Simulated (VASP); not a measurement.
# GaO in VASP: further runs

Runs on GaO. Level: PBE. Tasks: single point.

All numbers are computed with VASP 6.6.1; they aren't measurements. Logs are shortened: lines on timing, memory, paths and dates and some standing lists are left out, and cuts for length are marked.

### 1 The cell of the first run

The cell holds a slab with vacuum, 4 atoms: a = 3.132 Å, b = 3.132 Å, c = 14.399 Å, α = 90.00°, β = 90.00°, γ = 120.00°.

### 2 Single point, PBE (In replaced by Ga, lengths x 0.942, strained)

The input, INCAR:

```
ALGO = Normal ; EDIFF = 1E-6
ENCUT = 520 ; GGA = PE
ISIF = 2 ; ISMEAR = 0
LASPH = True ; LCHARG = True
LELF = True ; LREAL = False
LVHAR = True ; LWAVE = False
NBANDS = 27 ; NELM = 100
PREC = Accurate ; SIGMA = 0.02
```

The input, KPOINTS:

```
k-points
0
Gamma
  12 12 2
```

The input, POSCAR:

```
GaO
1.0
    3.1321653760      0.0000000000      0.0000000000
   -1.5660826880      2.7125347844      0.0000000000
    0.0000000000      0.0000000000     14.3993236511
Ga O
2 2
Direct
    0.6666666700      0.3333333300      0.5900210000
    0.6666666700      0.3333333300      0.4099790000
    0.0000000000      0.0000000000      0.6398670000
    0.0000000000      0.0000000000      0.3601330000
```

Potentials or basis: VASP PAW PBE potentials, release 64 (Ga_d, O).

Run with:

```console
> cat potpaw_PBE.64/Ga_d/POTCAR potpaw_PBE.64/O/POTCAR > POTCAR
> mpirun -np 1 vasp_std > vasp.out
```

OUTCAR:

```text
EDIFF = 1E-6
   ENCUT = 520
   GGA = PE
   ISIF = 2
   ISMEAR = 0
   LASPH = True
   LREAL = False
   NELM = 100
   PREC = Accurate

 ion  position               nearest neighbor table
   1  0.667  0.333  0.590-   3 1.95   3 1.95   3 1.95   2 2.59
   2  0.667  0.333  0.410-   4 1.95   4 1.95   4 1.95   1 2.59
   3  0.000  0.000  0.640-   1 1.95   1 1.95   1 1.95
   4  0.000  0.000  0.360-   2 1.95   2 1.95   2 1.95

  LATTYP: Found a hexagonal cell.
 ALAT       =     3.1321653760
 C/A-ratio  =     4.5972424577

  Lattice vectors:

 A1 = (   3.1321653760,   0.0000000000,   0.0000000000)
 A2 = (  -1.5660826880,   2.7125347844,   0.0000000000)
 A3 = (   0.0000000000,   0.0000000000,  14.3993236511)

Analysis of symmetry for initial positions (statically):
=====================================================================
 Subroutine PRICEL returns:
 Original cell was already a primitive cell.

 Routine SETGRP: Setting up the symmetry group for a
 hexagonal supercell.

 Subroutine GETGRP returns: Found 12 space group operations
 (whereof 12 operations were pure point group operations)
 out of a pool of 24 trial point group operations.

The static configuration has the point symmetry D_3h.

Analysis of symmetry for dynamics (positions and initial velocities):
=====================================================================
 Subroutine PRICEL returns:
 Original cell was already a primitive cell.

 Routine SETGRP: Setting up the symmetry group for a
 hexagonal supercell.

 Subroutine GETGRP returns: Found 12 space group operations
 (whereof 12 operations were pure point group operations)
 out of a pool of 24 trial point group operations.

The dynamic configuration has the point symmetry D_3h.

 Subroutine INISYM returns: Found 12 space group operations
 (whereof 12 operations are pure point group operations),
 and found     1 'primitive' translations

----------------------------------------------------------------------------------------

                                     Primitive cell

  volume of cell :     122.3382

  direct lattice vectors                    reciprocal lattice vectors
     3.132165376  0.000000000  0.000000000     0.319267944  0.184329433  0.000000000
    -1.566082688  2.712534784  0.000000000     0.000000000  0.368658867  0.000000000
     0.000000000  0.000000000 14.399323651     0.000000000  0.000000000  0.069447706

  length of vectors
     3.132165376  3.132165376 14.399323651     0.368658867  0.368658867  0.069447706

  position of ions in fractional coordinates (direct lattice)
     0.666666670  0.333333330  0.590021000
     0.666666670  0.333333330  0.409979000
     0.000000000  0.000000000  0.639867000
     0.000000000  0.000000000  0.360133000

  ion indices of the primitive-cell ions
   primitive index   ion index
                 1           1
                 2           2
                 3           3
                 4           4

----------------------------------------------------------------------------------------

 KPOINTS: k-points

Automatic generation of k-mesh.
 Grid dimensions read from file:
 generate k-points for:   12   12    2

 Generating k-lattice:

  Cartesian coordinates                     Fractional coordinates (reciprocal lattice)
     0.026605662  0.015360786  0.000000000     0.083333333  0.000000000  0.000000000
     0.000000000  0.030721572  0.000000000     0.000000000  0.083333333  0.000000000
     0.000000000  0.000000000  0.034723853     0.000000000  0.000000000  0.500000000

  Length of vectors
     0.030721572  0.030721572  0.034723853

  Shift w.r.t. Gamma in fractional coordinates (k-lattice)
     0.000000000  0.000000000  0.000000000

 Subroutine IBZKPT returns following result:
 ===========================================

 Found     38 irreducible k-points:

 Following reciprocal coordinates:
            Coordinates               Weight
  0.000000  0.000000  0.000000      1.000000
  0.083333  0.000000  0.000000      6.000000
  0.166667  0.000000  0.000000      6.000000
  0.250000  0.000000  0.000000      6.000000
  0.333333  0.000000  0.000000      6.000000
  0.416667  0.000000  0.000000      6.000000
[... 16 lines left out ...]
  0.250000  0.000000  0.500000      6.000000
  0.333333  0.000000  0.500000      6.000000
 [... further k-points ...]
   k-points           NKPTS =     38   k-points in BZ     NKDIM =     38   number of bands    NBANDS=     27
   number of dos      NEDOS =    301   number of ions     NIONS =      4
   total plane-waves  NPLWV =  62208
   dimension x,y,z NGX =    24 NGY =   24 NGZ =  108
   dimension x,y,z NGXF=    48 NGYF=   48 NGZF=  216
   ions per type =               2   2
   NGX,Y,Z   is equivalent  to a cutoff of  12.74, 12.74, 12.47 a.u.
   NGXF,Y,Z  is equivalent  to a cutoff of  25.48, 25.48, 24.94 a.u.
 SYSTEM =  unknown system
   PREC   = accura    normal or accurate (medium, high low for compatibility)
   ISTART =      0    job   : 0-new  1-cont  2-samecut
   ICHARG =      2    charge: 1-file 2-atom 10-const
   ISPIN  =      1    spin polarized calculation?
   LNONCOLLINEAR =      F non collinear calculations
   LSORBIT =      F    spin-orbit coupling
   LASPH  =      T    aspherical Exc in radial PAW
   ENCUT  =  520.0 eV  38.22 Ry    6.18 a.u.   5.82  5.82 26.77*2*pi/ulx,y,z
   NELM   =    100;   NELMIN=  2; NELMDL= -5     # of ELM steps
   EDIFF  = 0.1E-05   stopping-criterion for ELM
   LREAL  =      F    real-space projection
   EDIFFG = 0.1E-04   stopping-criterion for IOM
   NSW    =      0    number of steps for IOM
   IBRION =     -1    ionic relax: 0-MD 1-quasi-New 2-CG
   NFREE  =      0    steps in history (QN), initial steepest desc. (CG)
   ISIF   =      2    stress and relaxation
   ISYM   =      2    0-nonsym 1-usesym 2-fastsym
   POTIM  = 0.5000    time-step for ionic-motion
   TEBEG  =    0.0;   TEEND  =   0.0 temperature during run
   PSTRESS=    0.0 pullay stress
   NELECT =      38.0000    total number of electrons
   NUPDOWN=      -1.0000    fix difference up-down
   EMIN   =  10.00;   EMAX   =-10.00  energy-range for DOS
   EFERMI =   0.00;   METHOD = LEGACY
   ISMEAR =     0;   SIGMA  =   0.02  broadening in eV -4-tet -1-fermi 0-gaus
   EFERMI_NEDOS =   21; number of points for ismear=-14 and -15
   IALGO  =     38    algorithm
   IMIX   =      4    mixing-type and parameters
     AMIX     =   0.40;   BMIX     =  1.00
     AMIX_MAG =   1.60;   BMIX_MAG =  1.00
  volume/ion in A,a.u.               =      30.58       206.39
  Fermi-wavevector in a.u.,A,eV,Ry     =   1.108703  2.095145 16.724594  1.229223
  Thomas-Fermi vector in A             =   2.245234
   LORBIT       =      0    0 simple, 1 ext, 2 COOP (PROOUT), +10 PAW based schemes
   GGA     = PE    functional components
   LHFCALC =     F    Hartree Fock is set to
   AEXX    =    0.0000 exact exchange contribution
   IVDW    =     0    specifies the selected vdW correction
   LEPSILON=     F    determine dielectric tensor
   LRPA    =     F    only Hartree local field effects (RPA)
 non-spin polarized calculation
 Gauss-broadening in eV      SIGMA  =   0.02
  energy-cutoff  :      520.00
  volume of cell :      122.34
 maximum number of plane-waves:      3312
 NGX is ok and might be reduce to    24
   NGX = 11   NGY = 11   NGZ = 53

 number of electron      38.0000011 magnetization

 Free energy of the ion-electron system (eV)
  ---------------------------------------------------
  ext. energy  EPLUGINS =         0.00000000
  ---------------------------------------------------
  free energy    TOTEN  =       -21.43598596 eV

  energy without entropy =      -21.43598596  energy(sigma->0) =      -21.43598596

 E-fermi :  -2.0971     XC(G=0):  -5.4043

 val. band max:       -2.2178003123   @ k =   0.3333   0.3333   0.0000
 cond. band min:      -1.0437693848   @ k =   0.0000   0.0000   0.5000
 fundamental gap:      1.1740309275
 Fermi energy:        -2.0970678225

 k-point     1 :       0.0000    0.0000    0.0000
  band No.  band energies     occupation
      1     -20.9043      2.00000
      2     -20.8490      2.00000
      3     -16.0164      2.00000
      4     -16.0164      2.00000
      5     -15.9882      2.00000
      6     -15.9882      2.00000
[... 19 lines left out ...]
     26       7.9368      0.00000
     27       7.9368      0.00000

 k-point     2 :       0.0833    0.0000    0.0000
  band No.  band energies     occupation
      1     -20.8675      2.00000
      2     -20.8148      2.00000
      3     -16.0114      2.00000
      4     -16.0032      2.00000
      5     -15.9750      2.00000
      6     -15.9746      2.00000
[... 19 lines left out ...]
     26       7.0609      0.00000
     27       7.8989      0.00000

 k-point     3 :       0.1667    0.0000    0.0000
  band No.  band energies     occupation
      1     -20.7671      2.00000
      2     -20.7213      2.00000
      3     -15.9919      2.00000
      4     -15.9684      2.00000
      5     -15.9374      2.00000
      6     -15.9332      2.00000
[... 19 lines left out ...]
     26       7.1827      0.00000
     27       7.7780      0.00000

 k-point     4 :       0.2500    0.0000    0.0000
  band No.  band energies     occupation
      1     -20.6310      2.00000
      2     -20.5945      2.00000
      3     -15.9607      2.00000
      4     -15.9264      2.00000
      5     -15.8875      2.00000
      6     -15.8708      2.00000
[... 19 lines left out ...]
     26       7.5891      0.00000
     27       7.7239      0.00000

 k-point     5 :       0.3333    0.0000    0.0000
  band No.  band energies     occupation
      1     -20.4969      2.00000
      2     -20.4693      2.00000
      3     -15.9397      2.00000
      4     -15.8959      2.00000
      5     -15.8408      2.00000
      6     -15.8382      2.00000
[... 19 lines left out ...]
     26       7.3892      0.00000
     27       8.2279      0.00000

 k-point     6 :       0.4167    0.0000    0.0000
  band No.  band energies     occupation
      1     -20.4007      2.00000
      2     -20.3791      2.00000
      3     -15.9383      2.00000
      4     -15.8828      2.00000
      5     -15.8327      2.00000
      6     -15.8223      2.00000
[... 444 lines left out ...]
      1     -20.8675      2.00000
      2     -20.8148      2.00000
      3     -16.0114      2.00000
      4     -16.0032      2.00000
      5     -15.9750      2.00000
      6     -15.9746      2.00000
[... 19 lines left out ...]
     26       7.8107      0.00000
     27       7.8988      0.00000

 k-point    22 :       0.1667    0.0000    0.5000
  band No.  band energies     occupation
      1     -20.7671      2.00000
      2     -20.7213      2.00000
      3     -15.9919      2.00000
      4     -15.9684      2.00000
      5     -15.9374      2.00000
      6     -15.9332      2.00000
[... 19 lines left out ...]
     26       7.6610      0.00000
     27       7.7780      0.00000

 k-point    23 :       0.2500    0.0000    0.5000
  band No.  band energies     occupation
      1     -20.6309      2.00000
      2     -20.5945      2.00000
      3     -15.9607      2.00000
      4     -15.9264      2.00000
      5     -15.8875      2.00000
      6     -15.8708      2.00000
[... 19 lines left out ...]
     26       7.1845      0.00000
     27       7.5891      0.00000

 k-point    24 :       0.3333    0.0000    0.5000
  band No.  band energies     occupation
      1     -20.4969      2.00000
      2     -20.4693      2.00000
      3     -15.9397      2.00000
      4     -15.8959      2.00000
      5     -15.8408      2.00000
      6     -15.8382      2.00000
[... 19 lines left out ...]
     26       7.3892      0.00000
     27       7.6625      0.00000

 [... further k-points ...]

------------------------ aborting loop because EDIFF is reached ----------------------------------------

  FORCE on cell =-STRESS in cart. coord.  units (eV):
  Direction    XX          YY          ZZ          XY          YZ          ZX
  --------------------------------------------------------------------------------------
  -------------------------------------------------------------------------------------
  Total       -0.8468314     -0.8468314     -1.2545578      0.0000000     -0.0000000     -0.0000000
  in kB      -11.0903552    -11.0903552    -16.4300612      0.0000000     -0.0000000     -0.0000000
  external PRESSURE =     -12.8702572 kB  Pullay stress =       0.0000000 kB

 VOLUME and BASIS-vectors are now :
 -----------------------------------------------------------------------------
  energy-cutoff  :      520.00
  volume of cell :      122.34
      direct lattice vectors                 reciprocal lattice vectors
     3.132165376  0.000000000  0.000000000     0.319267944  0.184329433  0.000000000
    -1.566082688  2.712534784  0.000000000     0.000000000  0.368658867  0.000000000
     0.000000000  0.000000000 14.399323651     0.000000000  0.000000000  0.069447706

 POSITION                                       TOTAL-FORCE (eV/Angst)
 -----------------------------------------------------------------------------------
      1.56608      0.90418      8.49590         0.000000     -0.000000     -0.470414
      1.56608      0.90418      5.90342         0.000000     -0.000000      0.470414
      0.00000      0.00000      9.21365        -0.000000      0.000000      0.004936
      0.00000      0.00000      5.18567        -0.000000      0.000000     -0.004936
 -----------------------------------------------------------------------------------
    total drift:                               -0.000005      0.000003      0.000000

  FREE ENERGIE OF THE ION-ELECTRON SYSTEM (eV)
  ---------------------------------------------------
  free  energy   TOTEN  =       -21.4359859645 eV

  energy  without entropy=      -21.4359859645  energy(sigma->0) =      -21.43598596
```

Run time: 1.8 min. Hardware: 1 thread of Intel Xeon Platinum 8488C (Sapphire Rapids), shared host; peak memory 0.29 GiB.

Results:

* Free energy: -21.4360 eV
* Largest force: 0.470 eV/Å
* Band gap on the k mesh: 1.17 eV, indirect (least direct gap 1.92 eV)

Forces in eV/Å, atoms in the order of the input:
```
Ga   0.000  0.000 -0.470
Ga   0.000  0.000  0.470
O    0.000  0.000  0.005
O    0.000  0.000 -0.005
```

Caveat: the cell differs from its parent crystal (In replaced by Ga, lengths x 0.942, strained).

(Part 1 of 2 ends here.)
